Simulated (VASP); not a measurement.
Input of a VASP 6.6.1 run:

File POSCAR:

```
TiO2
1.0
    7.1924470000      0.0000000000      0.0000000000
    6.5690148859      2.9290505761      0.0000000000
    6.5690148859      1.3981782601      2.5737977446
Ti O
1 2
Direct
    0.0000000000      0.0000000000      0.0000000000
    0.6204670000      0.6204670000      0.6204670000
    0.3795330000      0.3795330000      0.3795330000
```

File INCAR.step1:

```
  PREC = Accurate
  ENCUT = 520
  ISMEAR = 0
  SIGMA = 0.01
  LREAL = False
  LASPH = True
  NELM = 80
  NBANDS = 19
  GGA = PE
  ALGO = Normal
  EDIFF = 1E-4
  LWAVE = True
  LCHARG = False
```

INCAR.step2

```
  PREC = Accurate
  ENCUT = 520
  EDIFF = 1E-7
  ISMEAR = 0
  SIGMA = 0.01
  LREAL = False
  LASPH = True
  NELM = 80
  ALGO = Normal
  ISIF = 2
  LWAVE = False
  LCHARG = False
  METAGGA = R2SCAN
  LMIXTAU = True
  NBANDS = 19
  ISTART = 1
```

KPOINTS

```
regular mesh
0
Gamma
  8 8 8
```

Potentials or basis: VASP PAW PBE potentials, release 64 (Ti_sv, O).

The run is started by

```console
$ cat potpaw_PBE.64/Ti_sv/POTCAR potpaw_PBE.64/O/POTCAR > POTCAR
$ cp INCAR.step1 INCAR
$ mpirun -np 1 vasp_std > vasp.out
$ cp INCAR.step2 INCAR
$ mpirun -np 1 vasp_std > vasp.out
```

(1) What does it give for the largest force?

(2) What does it give for the band gap on the k mesh?

(3) Predict the pressure.

## Answers

(1) 0.356 eV/Å.

(2) 3.10 eV, indirect (least direct gap 3.30 eV).

(3) -2.6 GPa.

Caveat: the PAW data sets were made with another functional, which shifts forces and pressure a little.
